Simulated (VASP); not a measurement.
# HfC (Fm-3m) in VASP: a series of runs

The runs below take HfC through single point, relaxation of the atoms, with PBE.

Everything below comes from runs of VASP 6.6.1. Logs are shortened: lines on timing, memory, paths and dates and some standing lists are left out, and cuts for length are marked.

## 1. The cell of the first run

It takes space group Fm-3m (No. 225, cubic). Conventional cell: a = 4.650 Å, b = 4.650 Å, c = 4.650 Å, α = 90.00°, β = 90.00°, γ = 90.00°. Hf (site symmetry m-3m) has 6 C at 2.33 Å within 3.1 Å. Within 3.1 Å of C (site symmetry m-3m) lie 6 Hf at 2.33 Å.

## 2. Single point, PBE

Input file INCAR:

```
SYSTEM = HfC
ALGO     = Normal         ! electronic algorithm
EDIFF    = 1E-6           ! SCF threshold, eV
ENCUT    = 520            ! plane-wave cutoff, eV
GGA      = PE             ! functional
ISIF     = 2              ! what is computed and relaxed
ISMEAR   = -1             ! smearing method
LASPH    = .TRUE.         ! aspherical terms in the spheres
LCHARG   = .FALSE.        ! write CHGCAR
LREAL    = .FALSE.        ! projectors in reciprocal space
LWAVE    = .FALSE.        ! write WAVECAR
NBANDS   = 14             ! bands
NELM     = 80             ! most SCF steps
PREC     = Accurate       ! precision mode
SIGMA    = 0.05           ! smearing width, eV
```

Input file KPOINTS:

```
k-points
0
G
  12 12 12
  0 0 0
```

Input file POSCAR:

```
HfC
1.0
    0.0000000000      2.3250000000      2.3250000000
    2.3250000000      0.0000000000      2.3250000000
    2.3250000000      2.3250000000      0.0000000000
Hf C
1 1
Direct
    0.5000000000      0.5000000000      0.5000000000
    0.0000000000      0.0000000000      0.0000000000
```

Potentials or basis: VASP PAW PBE potentials, release 64 (Hf_pv, C).

Command:

```console
$ cat potpaw_PBE.64/Hf_pv/POTCAR potpaw_PBE.64/C/POTCAR > POTCAR
$ mpirun -np 1 vasp_std > vasp.out
```

OUTCAR:

```text
SYSTEM = HfC
   EDIFF = 1E-6
   ENCUT = 520
   GGA = PE
   ISIF = 2
   ISMEAR = -1
   LASPH = .TRUE.
   LREAL = .FALSE.
   NELM = 80
   PREC = Accurate

 ion  position               nearest neighbor table
   1  0.500  0.500  0.500-   2 2.33   2 2.33   2 2.33   2 2.33   2 2.33   2 2.33
   2  0.000  0.000  0.000-   1 2.33   1 2.33   1 2.33   1 2.33   1 2.33   1 2.33

  LATTYP: Found a face centered cubic cell.
 ALAT       =     4.6500000000

  Lattice vectors:

 A1 = (   0.0000000000,   2.3250000000,   2.3250000000)
 A2 = (   2.3250000000,   0.0000000000,   2.3250000000)
 A3 = (   2.3250000000,   2.3250000000,   0.0000000000)

Analysis of symmetry for initial positions (statically):
=====================================================================
 Subroutine PRICEL returns:
 Original cell was already a primitive cell.

 Routine SETGRP: Setting up the symmetry group for a
 face centered cubic supercell.

 Subroutine GETGRP returns: Found 48 space group operations
 (whereof 48 operations were pure point group operations)
 out of a pool of 48 trial point group operations.

The static configuration has the point symmetry O_h .

Analysis of symmetry for dynamics (positions and initial velocities):
=====================================================================
 Subroutine PRICEL returns:
 Original cell was already a primitive cell.

 Routine SETGRP: Setting up the symmetry group for a
 face centered cubic supercell.

 Subroutine GETGRP returns: Found 48 space group operations
 (whereof 48 operations were pure point group operations)
 out of a pool of 48 trial point group operations.

The dynamic configuration has the point symmetry O_h .

 Subroutine INISYM returns: Found 48 space group operations
 (whereof 48 operations are pure point group operations),
 and found     1 'primitive' translations

----------------------------------------------------------------------------------------

                                     Primitive cell

  volume of cell :      25.1362

  direct lattice vectors                    reciprocal lattice vectors
     0.000000000  2.325000000  2.325000000    -0.215053763  0.215053763  0.215053763
     2.325000000  0.000000000  2.325000000     0.215053763 -0.215053763  0.215053763
     2.325000000  2.325000000  0.000000000     0.215053763  0.215053763 -0.215053763

  length of vectors
     3.288046533  3.288046533  3.288046533     0.372484045  0.372484045  0.372484045

  position of ions in fractional coordinates (direct lattice)
[... 83 lines left out ...]
   IBRION =     -1    ionic relax: 0-MD 1-quasi-New 2-CG
   NFREE  =      0    steps in history (QN), initial steepest desc. (CG)
   ISIF   =      2    stress and relaxation
   ISYM   =      2    0-nonsym 1-usesym 2-fastsym
   POTIM  = 0.5000    time-step for ionic-motion
   TEBEG  =    0.0;   TEEND  =   0.0 temperature during run
   PSTRESS=    0.0 pullay stress
   NELECT =      14.0000    total number of electrons
   NUPDOWN=      -1.0000    fix difference up-down
   EMIN   =  10.00;   EMAX   =-10.00  energy-range for DOS
   EFERMI =   0.00;   METHOD = LEGACY
   ISMEAR =    -1;   SIGMA  =   0.05  broadening in eV -4-tet -1-fermi 0-gaus
   EFERMI_NEDOS =   21; number of points for ismear=-14 and -15
   IALGO  =     38    algorithm
   IMIX   =      4    mixing-type and parameters
     AMIX     =   0.40;   BMIX     =  1.00
     AMIX_MAG =   1.60;   BMIX_MAG =  1.00
  volume/ion in A,a.u.               =      12.57        84.81
  Fermi-wavevector in a.u.,A,eV,Ry     =   1.346949  2.545365 24.684672  1.814272
  Thomas-Fermi vector in A             =   2.474740
   LORBIT       =      0    0 simple, 1 ext, 2 COOP (PROOUT), +10 PAW based schemes
   GGA     = PE    functional components
   LHFCALC =     F    Hartree Fock is set to
   AEXX    =    0.0000 exact exchange contribution
   IVDW    =     0    specifies the selected vdW correction
   LEPSILON=     F    determine dielectric tensor
   LRPA    =     F    only Hartree local field effects (RPA)
 non-spin polarized calculation
  energy-cutoff  :      520.00
  volume of cell :       25.14
 maximum number of plane-waves:       700
   NGX = 13   NGY = 13   NGZ = 13

 number of electron      14.0000000 magnetization

 Free energy of the ion-electron system (eV)
  ---------------------------------------------------
  ext. energy  EPLUGINS =         0.00000000
  ---------------------------------------------------
  free energy    TOTEN  =       -21.04707483 eV

  energy without entropy =      -21.04489402  energy(sigma->0) =      -21.04598443

 E-fermi :   5.9657     XC(G=0): -12.2853

 val. band max:        5.8686646659   @ k =   0.0833   0.0000   0.0000
 cond. band min:       6.0220980657   @ k =   0.4167   0.3333   0.0000
 fundamental gap:      0.1534333998
 Fermi energy:         5.9657033178

 k-point     1 :       0.0000    0.0000    0.0000
  band No.  band energies     occupation
      1     -23.6192      2.00000
      2     -23.6192      2.00000
      3     -23.6192      2.00000
      4      -6.3557      2.00000
      5       6.9536      0.00000
      6       6.9536      0.00000
      7       6.9536      0.00000
      8       7.3446      0.00000
      9       7.3446      0.00000
     10       7.3446      0.00000
     11       9.3437      0.00000
     12       9.3437      0.00000
     13      12.7817      0.00000
     14      16.9542      0.00000
[... 377 lines left out ...]
      1     -24.2267      2.00000
      2     -23.8110      2.00000
      3     -23.7129      2.00000
      4      -3.0116      2.00000
      5       0.5289      2.00000
      6       3.1695      2.00000
      7       3.2630      2.00000
      8      10.1779      0.00000
      9      10.9712      0.00000
     10      11.1682      0.00000
     11      14.5622      0.00000
     12      16.0090      0.00000
     13      16.8614      0.00000
     14      19.3721      0.00000

 [... further k-points ...]
[... 5 lines left out ...]
  --------------------------------------------------------------------------------------
  -------------------------------------------------------------------------------------
  Total       -0.0680470     -0.0680470     -0.0680470      0.0000000     -0.0000000      0.0000000
  in kB       -4.3373133     -4.3373133     -4.3373133      0.0000000     -0.0000000      0.0000000
  external PRESSURE =      -4.3373133 kB  Pullay stress =       0.0000000 kB

 VOLUME and BASIS-vectors are now :
 -----------------------------------------------------------------------------
  energy-cutoff  :      520.00
  volume of cell :       25.14
      direct lattice vectors                 reciprocal lattice vectors
     0.000000000  2.325000000  2.325000000    -0.215053763  0.215053763  0.215053763
     2.325000000  0.000000000  2.325000000     0.215053763 -0.215053763  0.215053763
     2.325000000  2.325000000  0.000000000     0.215053763  0.215053763 -0.215053763

 POSITION                                       TOTAL-FORCE (eV/Angst)
 -----------------------------------------------------------------------------------
      2.32500      2.32500      2.32500         0.000000      0.000000     -0.000000
      0.00000      0.00000      0.00000         0.000000     -0.000000      0.000000
 -----------------------------------------------------------------------------------
    total drift:                                0.000000     -0.000000      0.000000

  FREE ENERGIE OF THE ION-ELECTRON SYSTEM (eV)
  ---------------------------------------------------
  free  energy   TOTEN  =       -21.0470748345 eV

  energy  without entropy=      -21.0448940237  energy(sigma->0) =      -21.04598443
```

stdout:

```text
POSCAR found type information on POSCAR HfC
 POSCAR found :  2 types and       2 ions
 scaLAPACK will be used
 LDA part: xc-table for (Slater+PW92), standard interpolation
 POSCAR, INCAR and KPOINTS ok, starting setup
 FFT: planning ... GRIDC
 FFT: planning ... GRID_SOFT
 FFT: planning ... GRID
 WAVECAR not read
 entering main loop
```

It took 17 s on 1 thread of Intel Xeon Platinum 8375C at 2.90GHz (Ice Lake), shared host; peak memory 0.15 GiB.

Results:

- Free energy: -21.0471 eV
- Pressure: -0.4 GPa
- Band gap on the k mesh: zero (band 7 reaches 6.95 eV, above the bottom of band 8 at 5.53 eV)

Caveat: spin-orbit coupling is left out, which moves the levels of the heavy elements.

## 3. Relaxation of the atoms, PBE

Input file INCAR:

```
SYSTEM = HfC
PREC     = Accurate       ! precision mode
ENCUT    = 520            ! plane-wave cutoff, eV
EDIFF    = 1E-6           ! SCF threshold, eV
ISMEAR   = -1             ! smearing method
SIGMA    = 0.05           ! smearing width, eV
LREAL    = .FALSE.        ! projectors in reciprocal space
LASPH    = .TRUE.         ! aspherical terms in the spheres
NELM     = 100            ! most SCF steps
ALGO     = Normal         ! electronic algorithm
ISIF     = 2              ! what is computed and relaxed
LWAVE    = .FALSE.        ! write WAVECAR
LCHARG   = .FALSE.        ! write CHGCAR
GGA      = PE             ! functional
IBRION   = 2              ! ionic algorithm
NSW      = 80             ! ionic steps
EDIFFG   = -0.02          ! ionic threshold
```

Input file KPOINTS:

```
Automatic mesh
0
G
  12 12 12
  0 0 0
```

POSCAR is that of step 2.

Potentials or basis: VASP PAW PBE potentials, release 64 (Hf_pv, C).

Command:

```console
$ cat potpaw_PBE.64/Hf_pv/POTCAR potpaw_PBE.64/C/POTCAR > POTCAR
$ mpirun -np 1 vasp_std > vasp.out
```

Run time: 16 s. Hardware: 1 thread of Intel Xeon Platinum 8375C at 2.90GHz (Ice Lake), shared host; peak memory 0.15 GiB.

The run converged. Its results:

| Item | Value |
| --- | --- |
| Free energy | -21.0471 eV |
| Pressure after relaxing | -0.4 GPa |
| Band gap on the k mesh | zero (band 7 reaches 6.95 eV, above the bottom of band 8 at 5.53 eV) |

Final structure:
```yaml
crystal:
  lattice:
    - [0.00000, 2.32500, 2.32500]
    - [2.32500, 0.00000, 2.32500]
    - [2.32500, 2.32500, 0.00000]
  atoms:
    - { symbol: Hf, position: [0.50000, 0.50000, 0.50000] }
    - { symbol: C, position: [0.00000, 0.00000, 0.00000] }
```

Levels at points of the mesh, in eV from the Fermi level:
| k point | band 5 | band 6 | band 7 | band 8 | band 9 | band 10 |
| --- | --- | --- | --- | --- | --- | --- |
| (0.00, 0.00, 0.00) | 0.99 | 0.99 | 0.99 | 1.38 | 1.38 | 1.38 |
| (0.50, 0.00, 0.00) | -6.15 | -2.99 | -2.99 | 5.30 | 5.30 | 5.77 |
| (0.50, 0.50, 0.00) | -2.60 | -1.78 | -0.11 | -0.11 | 5.30 | 6.72 |

Caveat: the relaxation stopped at its first step, so nothing moved; spin-orbit coupling is left out, which moves the levels of the heavy elements.
